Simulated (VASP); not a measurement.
Set up this calculation in VASP 6.6.1, as the native input.

- Task: single point
- Functional: PBEsol
- Potentials or basis: VASP PAW PBE potentials, release 64 (Sc_sv, Al)
- Cutoff: 520 eV
- k mesh: 12 × 12 × 12
- Occupations: gaussian, width 0.15 eV
- Spin: no spin polarisation
- Dipole correction: no
- Further INCAR settings: ALGO = Fast; EDIFF = 1e-07; NBANDS = 18

The structure of ScAl3 lies in POSCAR:

```
ScAl3
1.0
   -1.9957388890      1.9957388890      4.3698183021
    1.9957388890     -1.9957388890      4.3698183021
    1.9957388890      1.9957388890     -4.3698183021
Sc Al
1 3
Direct
    0.0000000000      0.0000000000      0.0000000000
    0.7500000000      0.2500000000      0.5000000000
    0.2500000000      0.7500000000      0.5000000000
    0.5000000000      0.5000000000      0.0000000000
```

The input as run:

INCAR

```
SYSTEM = ScAl3
PREC = Accurate
ENCUT = 520
EDIFF = 1E-7
ISMEAR = 0
SIGMA = 0.15
LREAL = .FALSE.
LASPH = .TRUE.
NELM = 80
ALGO = Fast
ISIF = 2
LWAVE = .FALSE.
LCHARG = .FALSE.
GGA = PS
NBANDS = 18
```

KPOINTS

```
regular mesh
0
G
  12 12 12
  0 0 0
```

Potentials or basis: VASP PAW PBE potentials, release 64 (Sc_sv, Al).

Launch:

```sh
$ cat potpaw_PBE.64/Sc_sv/POTCAR potpaw_PBE.64/Al/POTCAR > POTCAR
$ mpirun -np 1 vasp_std > vasp.out
```

Results of the run:

* Pressure: 0.1 GPa
* Band gap on the k mesh: zero (band 10 reaches 7.69 eV, above the bottom of band 11 at 5.60 eV)

Caveat: the PAW data sets were made with another functional, which shifts forces and pressure a little.

Run time: 4.1 min on 1 thread of AMD EPYC 9R45 96-Core Processor (Zen 5), on a shared host, peak memory 0.34 GiB.
